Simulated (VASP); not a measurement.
# AgB2Au (Pmmm) in VASP: further runs, part 2 of 2

VASP 6.6.1.

### Step 3. Relaxation of cell and atoms, PBE

This run uses another cell than the first one, of 14.69 Å³/atom, 0.741 times its volume.

INCAR reads:

```
PREC = Accurate
ENCUT = 600
EDIFF = 1E-7
ISMEAR = 0
SIGMA = 0.1
LREAL = F
LASPH = T
NELM = 60
ALGO = Normal
ISIF = 3
LWAVE = F
LCHARG = F
GGA = PE
IBRION = 2
NSW = 90
EDIFFG = -0.04
```

KPOINTS reads:

```
regular mesh
0
Gamma
  6 6 4
```

POSCAR reads:

```
AgB2Au
1.0
    3.1646095000      0.0000000000      0.0000000000
    0.0000000000      3.2728814400      0.0000000000
    0.0000000000      0.0000000000      5.6742851500
Ag B Au
1 2 1
Direct
    0.5000000000      0.0000000000      0.0000000000
    0.0000000000      0.0000000000      0.6611347800
    0.0000000000      0.0000000000      0.3388652200
    0.5000000000      0.0000000000      0.5000000000
```

Potentials or basis: VASP PAW PBE potentials, release 64 (Ag, B, Au).

The run is started by

```bash
cat potpaw_PBE.64/Ag/POTCAR potpaw_PBE.64/B/POTCAR potpaw_PBE.64/Au/POTCAR > POTCAR
mpirun -np 1 vasp_std > vasp.out
```

OUTCAR:

```text
PREC = Accurate
   ENCUT = 600
   EDIFF = 1E-7
   ISMEAR = 0
   LREAL = F
   LASPH = T
   NELM = 60
   ISIF = 3
   GGA = PE
   IBRION = 2
   NSW = 90
   EDIFFG = -0.04

 ion  position               nearest neighbor table
   1  0.500  0.000  0.000-   2 2.49   3 2.49   2 2.49   3 2.49   4 2.84   4 2.84
   2  0.000  0.000  0.661-   4 1.83   4 1.83   3 1.83   1 2.49   1 2.49
   3  0.000  0.000  0.339-   4 1.83   4 1.83   2 1.83   1 2.49   1 2.49
   4  0.500  0.000  0.500-   2 1.83   3 1.83   2 1.83   3 1.83   1 2.84   1 2.84

  LATTYP: Found a simple orthorhombic cell.
 ALAT       =     3.1646095000
 B/A-ratio  =     1.0342133650
 C/A-ratio  =     1.7930443393

  Lattice vectors:

 A1 = (   3.1646095000,   0.0000000000,   0.0000000000)
 A2 = (   0.0000000000,   3.2728814400,   0.0000000000)
 A3 = (   0.0000000000,   0.0000000000,   5.6742851500)

Analysis of symmetry for initial positions (statically):
=====================================================================
 Subroutine PRICEL returns:
 Original cell was already a primitive cell.

 Routine SETGRP: Setting up the symmetry group for a
 simple orthorhombic supercell.

 Subroutine GETGRP returns: Found  8 space group operations
 (whereof  8 operations were pure point group operations)
 out of a pool of  8 trial point group operations.

The static configuration has the point symmetry D_2h.

Analysis of symmetry for dynamics (positions and initial velocities):
=====================================================================
 Subroutine PRICEL returns:
 Original cell was already a primitive cell.

 Routine SETGRP: Setting up the symmetry group for a
 simple orthorhombic supercell.

 Subroutine GETGRP returns: Found  8 space group operations
 (whereof  8 operations were pure point group operations)
 out of a pool of  8 trial point group operations.

The dynamic configuration has the point symmetry D_2h.

 Subroutine INISYM returns: Found  8 space group operations
[... 114 lines left out ...]
   EMIN   =  10.00;   EMAX   =-10.00  energy-range for DOS
   EFERMI =   0.00;   METHOD = LEGACY
   ISMEAR =     0;   SIGMA  =   0.10  broadening in eV -4-tet -1-fermi 0-gaus
   EFERMI_NEDOS =   21; number of points for ismear=-14 and -15
   IALGO  =     38    algorithm
   IMIX   =      4    mixing-type and parameters
     AMIX     =   0.40;   BMIX     =  1.00
     AMIX_MAG =   1.60;   BMIX_MAG =  1.00
  volume/ion in A,a.u.               =      14.69        99.15
  Fermi-wavevector in a.u.,A,eV,Ry     =   1.278617  2.416235 22.243625  1.634860
  Thomas-Fermi vector in A             =   2.411149
   LORBIT       =      0    0 simple, 1 ext, 2 COOP (PROOUT), +10 PAW based schemes
   GGA     = PE    functional components
   LHFCALC =     F    Hartree Fock is set to
   AEXX    =    0.0000 exact exchange contribution
   IVDW    =     0    specifies the selected vdW correction
   LEPSILON=     F    determine dielectric tensor
   LRPA    =     F    only Hartree local field effects (RPA)
 conjugate gradient relaxation of ions
 non-spin polarized calculation
 Gauss-broadening in eV      SIGMA  =   0.10
  energy-cutoff  :      600.00
  volume of cell :       58.77
 maximum number of plane-waves:      1984
 NGX is ok and might be reduce to    28
   NGX = 13   NGY = 13   NGZ = 23

--------------------------------------- Ionic step        1  -------------------------------------------

 number of electron      28.0000001 magnetization

 Free energy of the ion-electron system (eV)
  ---------------------------------------------------
  ext. energy  EPLUGINS =         0.00000000
  ---------------------------------------------------
  free energy    TOTEN  =       -11.46394369 eV

  energy without entropy =      -11.45699456  energy(sigma->0) =      -11.46046912

------------------------ aborting loop because EDIFF is reached ----------------------------------------

  FORCE on cell =-STRESS in cart. coord.  units (eV):
  Direction    XX          YY          ZZ          XY          YZ          ZX
  --------------------------------------------------------------------------------------
  -------------------------------------------------------------------------------------
  Total       41.9649571      2.5840994      8.5383620      0.0000000      0.0000000      0.0000000
  in kB     1144.0257736     70.4463088    232.7681686      0.0000000      0.0000000      0.0000000
  external PRESSURE =     482.4134170 kB  Pullay stress =       0.0000000 kB
[... 1122 lines left out ...]
     17       8.1002      0.00000
     18       9.3377      0.00000

 [... further k-points ...]

[... ionic steps 4 to 32 ...]

--------------------------------------- Ionic step       33  -------------------------------------------

 number of electron      28.0000000 magnetization

------------------------ aborting loop because EDIFF is reached ----------------------------------------
[... 71 lines left out ...]
--------------------------------------- Ionic step       35  -------------------------------------------

 number of electron      27.9999981 magnetization

 Free energy of the ion-electron system (eV)
  ---------------------------------------------------
  ext. energy  EPLUGINS =         0.00000000
  ---------------------------------------------------
  free energy    TOTEN  =       -15.21388471 eV

  energy without entropy =      -15.20386915  energy(sigma->0) =      -15.20887693

 E-fermi :   2.4205     XC(G=0):  -8.4579

 val. band max:        2.4164378759   @ k =   0.1667   0.3333   0.0000
 cond. band min:       2.4277053546   @ k =   0.3333   0.5000   0.2500
 fundamental gap:      0.0112674787
 Fermi energy:         2.4205415268
[... 535 lines left out ...]
  FREE ENERGIE OF THE ION-ELECTRON SYSTEM (eV)
  ---------------------------------------------------
  free  energy   TOTEN  =       -15.2138847062 eV

  energy  without entropy=      -15.2038691538  energy(sigma->0) =      -15.20887693

 reached required accuracy - stopping structural energy minimisation
```

Run time: 25 min. Hardware: 1 thread of Intel Xeon Platinum 8259CL at 2.50GHz (Skylake/Cascade Lake), shared host; peak memory 0.26 GiB.

Results:

```yaml
Free_energy: -15.2139 eV
Relaxed_volume: 22.61 Å³/atom
Relaxed_cell: a = 3.775 Å, b = 4.579 Å, c = 5.232 Å, α = 90.00°, β = 90.00°, γ = 90.00°
Space_group_after_relaxing_to_0.05_Å: Pmmm (No. 47)
Energy_gained_by_relaxing: 937.5 meV/atom
Ionic_steps: 35
Pressure_after_relaxing: -0.1 GPa
Largest_force_after_relaxing: 0.023 eV/Å
Band_gap_on_the_k_mesh: zero (band 14 reaches 2.96 eV, above the bottom of band 15 at 2.12 eV)
```

Forces in eV/Å, atoms in the order of the input:
```
Ag   0.000  0.000  0.000
B    0.000  0.000 -0.023
B    0.000  0.000  0.023
Au   0.000  0.000  0.000
```

The path:
```tsv
step	energy change (eV)	largest force (eV/Å)	pressure (GPa)	volume (Å³)
1	0.0000	5.9990	48.24	58.77
2	1.0239	1.2155	-15.35	100.67
3	-3.1265	0.6670	-9.06	73.15
4	-3.1999	0.3546	-6.58	71.64
5	-3.2204	0.0776	-4.10	70.38
6	-3.5936	0.2882	-1.67	67.02
7	-3.6688	0.3295	0.26	65.46
8	-3.6740	0.3054	1.59	64.69
9	-3.6752	0.3161	1.17	64.92
10	-3.6890	0.3353	0.07	65.86
11	-3.6918	0.3040	-0.64	66.51
12	-3.6992	0.1276	-0.19	66.76
13	-3.7015	0.0577	0.26	66.99
14	-3.7047	0.0455	0.28	67.12
15	-3.7057	0.0363	0.31	67.24
16	-3.7064	0.0095	0.12	67.43
17	-3.7074	0.0687	-0.45	67.99
18	-3.7077	0.0681	-0.43	68.04
19	-3.7087	0.0664	-0.38	68.16
20	-3.7105	0.0623	-0.25	68.42
21	-3.7132	0.0563	0.05	68.92
22	-3.7161	0.0692	0.67	69.91
23	-3.7091	0.0499	2.31	71.80
24	-3.7163	0.0718	0.86	70.19
25	-3.7174	0.0907	0.79	70.55
26	-3.7206	0.1451	0.59	71.63
27	-3.7250	0.2070	0.34	73.77
28	-3.7306	0.3185	0.12	78.04
29	-3.7350	0.3473	0.16	86.49
30	-3.7367	0.3587	0.03	82.88
31	-3.7411	0.2881	0.28	84.47
32	-3.7434	0.1858	0.69	86.87
33	-3.7467	0.1859	0.31	87.96
34	-3.7490	0.1609	-0.37	90.04
35	-3.7499	0.0230	-0.07	90.44
```

Final structure:
```
Ag B Au
1.0
     3.77503    0.00000    0.00000
     0.00000    4.57929    0.00000
     0.00000    0.00000    5.23183
Ag B Au
1 2 1
Direct
  0.50000 0.00000 0.00000
  0.00000 0.00000 0.66899
  0.00000 0.00000 0.33101
  0.50000 0.00000 0.50000
```

Caveat: the volume moved by over 15 % at a fixed basis, so the end points are rough; spin-orbit coupling is left out, which moves the levels of the heavy elements.
